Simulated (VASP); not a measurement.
# TiTe2: relaxation of cell and atoms with PBE+D3(BJ)

TiTe2:

```
Ti Te
1.0
     3.77700    0.00000    0.00000
    -1.88850    3.27098    0.00000
     0.00000    0.00000    6.49800
Ti Te
1 2
Direct
  0.00000 0.00000 0.00000
  0.66667 0.33333 0.26280
  0.33333 0.66667 0.73720
```

- Program: VASP 6.6.1
- Task: relaxation of cell and atoms
- Functional: PBE
- Dispersion: D3(BJ)
- Potentials or basis: VASP PAW PBE potentials, release 64 (Ti_sv, Te)
- Cutoff: 600 eV
- k mesh: 12 × 12 × 8
- Occupations: gaussian, width 0.1 eV
- Spin: no spin polarisation
- Dipole correction: no
- Further INCAR settings: ALGO = Normal; EDIFF = 1e-06; IBRION = 2; EDIFFG = -0.005; NSW = 100; ISIF = 3

```
Relaxed volume                        : 25.15 Å³/atom
Relaxed cell                          : a = 3.697 Å, b = 3.697 Å, c = 6.377 Å, α = 90.00°, β = 90.00°, γ = 120.00°
Space group after relaxing (to 0.1 Å) : P-3m1 (No. 164)
Energy gained by relaxing             : 12.1 meV/atom
Ionic steps                           : 11
Pressure after relaxing               : 0.0 GPa
Band gap on the k mesh                : zero (bands 12 and 13 overlap by 0.84 eV)
Dispersion energy per atom            : -0.523 eV
```

Step by step:
| step | energy change (eV) | largest force (eV/Å) | pressure (GPa) | volume (Å³) |
| --- | --- | --- | --- | --- |
| 1 | 0.0000 | 0.0469 | -2.03 | 80.28 |
| 2 | -0.0165 | 0.4438 | 1.12 | 76.39 |
| 3 | -0.0195 | 0.3284 | 0.17 | 77.46 |
| 4 | -0.0289 | 0.2009 | 0.07 | 76.86 |
| 5 | -0.0322 | 0.0571 | -0.03 | 76.21 |
| 6 | -0.0322 | 0.0660 | -0.01 | 76.25 |
| 7 | -0.0340 | 0.0399 | -0.11 | 76.15 |
| 8 | -0.0360 | 0.0333 | -0.34 | 75.86 |
| 9 | -0.0354 | 0.0573 | 0.46 | 74.92 |
| 10 | -0.0363 | 0.0016 | -0.03 | 75.50 |
| 11 | -0.0364 | 0.0008 | -0.01 | 75.46 |

Final structure:
```xyz
3
Lattice="3.6966 0.0000 0.0000 -1.8483 3.2013 0.0000 0.0000 0.0000 6.3769" Properties=species:S:1:pos:R:3 pbc="T T T"
Ti    0.0000    0.0000    0.0000
Te    1.8483    1.0671    1.7314
Te    0.0000    2.1342    4.6455
```

Levels at points of the mesh, in eV from the Fermi level:
```tsv
k point	band 10	band 11	band 12	band 13	band 14	band 15
(0.00, 0.00, 0.00)	0.24	0.44	0.44	0.72	1.28	1.28
(0.50, 0.00, 0.00)	-2.53	-1.73	-1.18	-0.05	1.28	1.64
(0.00, 0.00, 0.50)	-1.51	0.43	0.43	0.84	0.84	1.09
(0.50, 0.00, 0.50)	-2.10	-0.93	-0.46	-0.40	1.27	1.63
```

Run time: 10 min on 1 thread of Intel(R) Xeon(R) 6975P-C (Granite Rapids) (shared host), peak memory 0.39 GiB.

Caveat: spin-orbit coupling is left out, which moves the levels of the heavy elements.
